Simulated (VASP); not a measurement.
# Al3Cu (P4/mmm) in VASP: a series of runs

The runs below take Al3Cu through single point, with LDA.

Program: VASP 6.6.1. These are calculated values, not measurements. Logs are shortened: lines on timing, memory, paths and dates and some standing lists are left out, and cuts for length are marked.

## (1) The cell of the first run

Symmetry: P4/mmm, No. 123, tetragonal system. Conventional cell: a = 3.984 Å, b = 3.984 Å, c = 3.321 Å, α = 90.00°, β = 90.00°, γ = 90.00°. Al (site symmetry mmm) has 10 Al at 2.59 to 3.32 Å and 4 Cu at 2.59 Å within 3.4 Å. Within 3.4 Å of Al (site symmetry 4/mmm) lie 10 Al at 2.59 to 3.32 Å and 4 Cu at 2.82 Å. Within 3.4 Å of Cu (site symmetry 4/mmm) lie 12 Al at 2.59 to 2.82 Å and 2 Cu at 3.32 Å.

## (2) Single point, LDA (13.18 Å³/atom)

Input file INCAR:

```
SYSTEM = Al3Cu
  PREC = Accurate
  ENCUT = 520
  EDIFF = 1E-7
  ISMEAR = 0
  SIGMA = 0.15
  LREAL = .False.
  LASPH = .True.
  NELM = 60
  ALGO = Fast
  ISIF = 2
  LWAVE = .False.
  LCHARG = .False.
  GGA = CA
  NBANDS = 18
```

Input file KPOINTS:

```
regular mesh
0
Gamma
  12 12 12
  0 0 0
```

Input file POSCAR:

```
Al3Cu
1.0
    3.9836786959      0.0000000000      0.0000000000
    0.0000000000      3.9836786959      0.0000000000
    0.0000000000      0.0000000000      3.3207945609
Al Cu
3 1
Direct
    0.0000000000      0.5000000000      0.5000000000
    0.5000000000      0.0000000000      0.5000000000
    0.5000000000      0.5000000000      0.0000000000
    0.0000000000      0.0000000000      0.0000000000
```

Potentials or basis: VASP PAW LDA potentials, release 64 (Al, Cu).

The run is started by

```bash
$ cat potpaw_LDA.64/Al/POTCAR potpaw_LDA.64/Cu/POTCAR > POTCAR
$ mpirun -np 1 vasp_std > vasp.out
```

OUTCAR:

```text
SYSTEM = Al3Cu
   PREC = Accurate
   ENCUT = 520
   EDIFF = 1E-7
   ISMEAR = 0
   LREAL = .False.
   LASPH = .True.
   NELM = 60
   ISIF = 2
   GGA = CA

 ion  position               nearest neighbor table
   1  0.000  0.500  0.500-   3 2.59   4 2.59   3 2.59   4 2.59   4 2.59   4 2.59   3 2.59   3 2.59
                             2 2.82   2 2.82   2 2.82   2 2.82
   2  0.500  0.000  0.500-   3 2.59   4 2.59   3 2.59   4 2.59   3 2.59   3 2.59   4 2.59   4 2.59
                             1 2.82   1 2.82   1 2.82   1 2.82
   3  0.500  0.500  0.000-   1 2.59   2 2.59   1 2.59   2 2.59   2 2.59   2 2.59   1 2.59   1 2.59
                             4 2.82   4 2.82   4 2.82   4 2.82
   4  0.000  0.000  0.000-   1 2.59   2 2.59   1 2.59   2 2.59   1 2.59   1 2.59   2 2.59   2 2.59
                             3 2.82   3 2.82   3 2.82   3 2.82

  LATTYP: Found a simple tetragonal cell.
 ALAT       =     3.9836786959
 C/A-ratio  =     0.8336000000

  Lattice vectors:

 A1 = (   3.9836786959,   0.0000000000,   0.0000000000)
 A2 = (   0.0000000000,   3.9836786959,   0.0000000000)
 A3 = (   0.0000000000,   0.0000000000,   3.3207945609)

Analysis of symmetry for initial positions (statically):
=====================================================================
 Subroutine PRICEL returns:
 Original cell was already a primitive cell.

 Routine SETGRP: Setting up the symmetry group for a
 simple tetragonal supercell.

 Subroutine GETGRP returns: Found 16 space group operations
 (whereof 16 operations were pure point group operations)
 out of a pool of 16 trial point group operations.

The static configuration has the point symmetry D_4h.

Analysis of symmetry for dynamics (positions and initial velocities):
=====================================================================
 Subroutine PRICEL returns:
 Original cell was already a primitive cell.

 Routine SETGRP: Setting up the symmetry group for a
 simple tetragonal supercell.

 Subroutine GETGRP returns: Found 16 space group operations
 (whereof 16 operations were pure point group operations)
 out of a pool of 16 trial point group operations.

The dynamic configuration has the point symmetry D_4h.

 Subroutine INISYM returns: Found 16 space group operations
 (whereof 16 operations are pure point group operations),
 and found     1 'primitive' translations

----------------------------------------------------------------------------------------

                                     Primitive cell

  volume of cell :      52.7000

  direct lattice vectors                    reciprocal lattice vectors
     3.983678696  0.000000000  0.000000000     0.251024261  0.000000000  0.000000000
     0.000000000  3.983678696  0.000000000     0.000000000  0.251024261  0.000000000
     0.000000000  0.000000000  3.320794561     0.000000000  0.000000000  0.301132751

  length of vectors
     3.983678696  3.983678696  3.320794561     0.251024261  0.251024261  0.301132751

  position of ions in fractional coordinates (direct lattice)
     0.000000000  0.500000000  0.500000000
     0.500000000  0.000000000  0.500000000
     0.500000000  0.500000000  0.000000000
     0.000000000  0.000000000  0.000000000

  ion indices of the primitive-cell ions
   primitive index   ion index
                 1           1
                 2           2
                 3           3
                 4           4

----------------------------------------------------------------------------------------

 KPOINTS: regular mesh

Automatic generation of k-mesh.
 Grid dimensions read from file:
 generate k-points for:   12   12   12

 Generating k-lattice:

  Cartesian coordinates                     Fractional coordinates (reciprocal lattice)
     0.020918688  0.000000000  0.000000000     0.083333333  0.000000000  0.000000000
     0.000000000  0.020918688  0.000000000     0.000000000  0.083333333  0.000000000
     0.000000000  0.000000000  0.025094396     0.000000000  0.000000000  0.083333333

  Length of vectors
     0.020918688  0.020918688  0.025094396

  Shift w.r.t. Gamma in fractional coordinates (k-lattice)
     0.000000000  0.000000000  0.000000000

 Subroutine IBZKPT returns following result:
 ===========================================

 Found    196 irreducible k-points:

 Following reciprocal coordinates:
            Coordinates               Weight
  0.000000  0.000000  0.000000      1.000000
  0.083333  0.000000  0.000000      4.000000
  0.166667  0.000000  0.000000      4.000000
  0.250000  0.000000  0.000000      4.000000
  0.333333  0.000000  0.000000      4.000000
  0.416667  0.000000  0.000000      4.000000
[... 16 lines left out ...]
  0.333333  0.333333  0.000000      4.000000
  0.416667  0.333333  0.000000      8.000000
 [... further k-points ...]
   k-points           NKPTS =    196   k-points in BZ     NKDIM =    196   number of bands    NBANDS=     18
   number of dos      NEDOS =    301   number of ions     NIONS =      4
   total plane-waves  NPLWV =  25200
   dimension x,y,z NGX =    30 NGY =   30 NGZ =   28
   dimension x,y,z NGXF=    60 NGYF=   60 NGZF=   56
   ions per type =               3   1
   NGX,Y,Z   is equivalent  to a cutoff of  12.52, 12.52, 14.02 a.u.
   NGXF,Y,Z  is equivalent  to a cutoff of  25.04, 25.04, 28.03 a.u.
 SYSTEM =  Al3Cu
   PREC   = accura    normal or accurate (medium, high low for compatibility)
   ISTART =      0    job   : 0-new  1-cont  2-samecut
   ICHARG =      2    charge: 1-file 2-atom 10-const
   ISPIN  =      1    spin polarized calculation?
   LNONCOLLINEAR =      F non collinear calculations
   LSORBIT =      F    spin-orbit coupling
   LASPH  =      T    aspherical Exc in radial PAW
   ENCUT  =  520.0 eV  38.22 Ry    6.18 a.u.   7.41  7.41  6.17*2*pi/ulx,y,z
   NELM   =     60;   NELMIN=  2; NELMDL= -5     # of ELM steps
   EDIFF  = 0.1E-06   stopping-criterion for ELM
   LREAL  =      F    real-space projection
   EDIFFG = 0.1E-05   stopping-criterion for IOM
   NSW    =      0    number of steps for IOM
   IBRION =     -1    ionic relax: 0-MD 1-quasi-New 2-CG
   NFREE  =      0    steps in history (QN), initial steepest desc. (CG)
   ISIF   =      2    stress and relaxation
   ISYM   =      2    0-nonsym 1-usesym 2-fastsym
   POTIM  = 0.5000    time-step for ionic-motion
   TEBEG  =    0.0;   TEEND  =   0.0 temperature during run
   PSTRESS=    0.0 pullay stress
   NELECT =      20.0000    total number of electrons
   NUPDOWN=      -1.0000    fix difference up-down
   EMIN   =  10.00;   EMAX   =-10.00  energy-range for DOS
   EFERMI =   0.00;   METHOD = LEGACY
   ISMEAR =     0;   SIGMA  =   0.15  broadening in eV -4-tet -1-fermi 0-gaus
   EFERMI_NEDOS =   21; number of points for ismear=-14 and -15
   IALGO  =     68    algorithm
   IMIX   =      4    mixing-type and parameters
     AMIX     =   0.40;   BMIX     =  1.00
     AMIX_MAG =   1.60;   BMIX_MAG =  1.00
  volume/ion in A,a.u.               =      13.18        88.91
  Fermi-wavevector in a.u.,A,eV,Ry     =   1.185263  2.239822 19.114114  1.404848
  Thomas-Fermi vector in A             =   2.321460
   LORBIT       =      0    0 simple, 1 ext, 2 COOP (PROOUT), +10 PAW based schemes
   GGA     = CA    functional components
   LHFCALC =     F    Hartree Fock is set to
   AEXX    =    0.0000 exact exchange contribution
   IVDW    =     0    specifies the selected vdW correction
   LEPSILON=     F    determine dielectric tensor
   LRPA    =     F    only Hartree local field effects (RPA)
 non-spin polarized calculation
 RMM-DIIS sequential band-by-band and
 Gauss-broadening in eV      SIGMA  =   0.15
  energy-cutoff  :      520.00
  volume of cell :       52.70
 maximum number of plane-waves:      1446
 NGX is ok and might be reduce to    30
   NGX = 15   NGY = 15   NGZ = 13

 number of electron      20.0000019 magnetization

 Free energy of the ion-electron system (eV)
  ---------------------------------------------------
  ext. energy  EPLUGINS =         0.00000000
  ---------------------------------------------------
  free energy    TOTEN  =       -16.93174607 eV

  energy without entropy =      -16.91599427  energy(sigma->0) =      -16.92387017

 E-fermi :   9.6343     XC(G=0): -11.5250

 val. band max:        9.6287872321   @ k =   0.4167   0.0000   0.0833
 cond. band min:       9.6350307089   @ k =   0.5000   0.2500   0.1667
 fundamental gap:      0.0062434768
 Fermi energy:         9.6343408493

 k-point     1 :       0.0000    0.0000    0.0000
  band No.  band energies     occupation
      1      -2.4912      2.00000
      2       4.3721      2.00000
      3       4.8006      2.00000
      4       5.4700      2.00000
      5       5.5554      2.00000
      6       5.5554      2.00000
[... 10 lines left out ...]
     17      18.0040      0.00000
     18      18.0041      0.00000

 k-point     2 :       0.0833    0.0000    0.0000
  band No.  band energies     occupation
      1      -2.4263      2.00000
      2       4.1962      2.00000
      3       4.7453      2.00000
      4       5.3724      2.00000
      5       5.5426      2.00000
      6       5.5568      2.00000
[... 10 lines left out ...]
     17      18.0378      0.00000
     18      18.3614      0.00000

 k-point     3 :       0.1667    0.0000    0.0000
  band No.  band energies     occupation
      1      -2.2320      2.00000
      2       3.4973      2.00000
      3       4.7277      2.00000
      4       5.2167      2.00000
      5       5.4780      2.00000
      6       5.5088      2.00000
[... 10 lines left out ...]
     17      18.1558      0.00000
     18      18.2546      0.00000

 k-point     4 :       0.2500    0.0000    0.0000
  band No.  band energies     occupation
      1      -1.9103      2.00000
      2       2.5339      2.00000
      3       4.7760      2.00000
      4       5.0848      2.00000
      5       5.4648      2.00000
      6       5.4653      2.00000
[... 10 lines left out ...]
     17      18.2850      0.00000
     18      19.0006      0.00000

 k-point     5 :       0.3333    0.0000    0.0000
  band No.  band energies     occupation
      1      -1.4654      2.00000
      2       1.5656      2.00000
      3       4.8350      2.00000
      4       4.9896      2.00000
      5       5.4230      2.00000
      6       5.5160      2.00000
[... 10 lines left out ...]
     17      18.4590      0.00000
     18      19.3546      0.00000

 k-point     6 :       0.4167    0.0000    0.0000
  band No.  band energies     occupation
      1      -0.9113      2.00000
      2       0.6823      2.00000
      3       4.8782      2.00000
      4       4.9327      2.00000
      5       5.3936      2.00000
      6       5.5704      2.00000
[... 10 lines left out ...]
     17      18.6090      0.00000
     18      19.9985      0.00000

 k-point     7 :       0.5000    0.0000    0.0000
  band No.  band energies     occupation
      1      -0.4362      2.00000
      2       0.0955      2.00000
      3       4.8938      2.00000
      4       4.9138      2.00000
      5       5.3831      2.00000
      6       5.5762      2.00000
[... 10 lines left out ...]
     17      18.6074      0.00000
     18      18.6705      0.00000

 k-point     8 :       0.0833    0.0833    0.0000
  band No.  band energies     occupation
      1      -2.3614      2.00000
      2       4.1268      2.00000
      3       4.5872      2.00000
      4       5.2483      2.00000
      5       5.5407      2.00000
      6       5.5479      2.00000
[... 10 lines left out ...]
     17      17.0821      0.00000
     18      19.1866      0.00000
[... 229 lines left out ...]
     17      17.6521      0.00000
     18      17.9266      0.00000

 k-point    20 :       0.3333    0.2500    0.0000
  band No.  band energies     occupation
      1      -0.8992      2.00000
      2       2.0848      2.00000
      3       3.3445      2.00000
      4       4.8545      2.00000
      5       5.4453      2.00000
      6       5.4981      2.00000
[... 10 lines left out ...]
     17      17.1939      0.00000
     18      18.1532      0.00000

 k-point    21 :       0.4167    0.2500    0.0000
  band No.  band energies     occupation
      1      -0.3574      2.00000
      2       1.2301      2.00000
      3       3.7090      2.00000
      4       4.6551      2.00000
      5       5.4204      2.00000
      6       5.5037      2.00000
[... 10 lines left out ...]
     17      16.8905      0.00000
     18      18.1142      0.00000

 k-point    22 :       0.5000    0.2500    0.0000
  band No.  band energies     occupation
      1       0.0910      2.00000
      2       0.6747      2.00000
      3       3.9276      2.00000
      4       4.4996      2.00000
      5       5.4112      2.00000
      6       5.5059      2.00000
[... 10 lines left out ...]
     17      17.4776      0.00000
     18      17.7512      0.00000

 k-point    23 :       0.3333    0.3333    0.0000
  band No.  band energies     occupation
      1      -0.4680      2.00000
      2       2.4440      2.00000
      3       2.4930      2.00000
      4       4.6152      2.00000
      5       5.4508      2.00000
      6       5.4692      2.00000
[... 10 lines left out ...]
     17      17.5983      0.00000
     18      17.7440      0.00000

 k-point    24 :       0.4167    0.3333    0.0000
  band No.  band energies     occupation
      1       0.0624      2.00000
      2       1.6420      2.00000
      3       2.9153      2.00000
      4       4.2232      2.00000
      5       5.4338      2.00000
      6       5.4698      2.00000
[... 10 lines left out ...]
     17      17.0468      0.00000
     18      17.5010      0.00000

 [... further k-points ...]

------------------------ aborting loop because EDIFF is reached ----------------------------------------

  FORCE on cell =-STRESS in cart. coord.  units (eV):
  Direction    XX          YY          ZZ          XY          YZ          ZX
  --------------------------------------------------------------------------------------
  -------------------------------------------------------------------------------------
  Total        2.7607919      2.7607919      5.6114052      0.0000000     -0.0000000      0.0000000
  in kB       83.9331730     83.9331730    170.5970803      0.0000000     -0.0000000      0.0000000
  external PRESSURE =     112.8211421 kB  Pullay stress =       0.0000000 kB

 VOLUME and BASIS-vectors are now :
 -----------------------------------------------------------------------------
  energy-cutoff  :      520.00
  volume of cell :       52.70
      direct lattice vectors                 reciprocal lattice vectors
     3.983678696  0.000000000  0.000000000     0.251024261  0.000000000  0.000000000
     0.000000000  3.983678696  0.000000000     0.000000000  0.251024261  0.000000000
     0.000000000  0.000000000  3.320794561     0.000000000  0.000000000  0.301132751

 POSITION                                       TOTAL-FORCE (eV/Angst)
 -----------------------------------------------------------------------------------
      0.00000      1.99184      1.66040         0.000000      0.000000      0.000000
      1.99184      0.00000      1.66040         0.000000      0.000000      0.000000
      1.99184      1.99184      0.00000         0.000000      0.000000      0.000000
      0.00000      0.00000      0.00000         0.000000      0.000000      0.000000
 -----------------------------------------------------------------------------------
    total drift:                                0.000000     -0.000000     -0.000000

  FREE ENERGIE OF THE ION-ELECTRON SYSTEM (eV)
  ---------------------------------------------------
  free  energy   TOTEN  =       -16.9317460671 eV

  energy  without entropy=      -16.9159942708  energy(sigma->0) =      -16.92387017
```

Wall time 3.6 min (1 thread of Intel Xeon Platinum 8488C (Sapphire Rapids), shared host); peak memory 0.27 GiB.

What came out:

```yaml
Free_energy: -16.9317 eV
Pressure: 11.3 GPa
Band_gap_on_the_k_mesh: zero (bands 10 and 11 overlap by 5.42 eV)
```

Stress tensor (GPa, compression positive):
```
 8.39  0.00  0.00
 0.00  8.39  0.00
 0.00  0.00 17.06
```

Caveat: the cell stands under pressure.

[end of part 1 of 2]
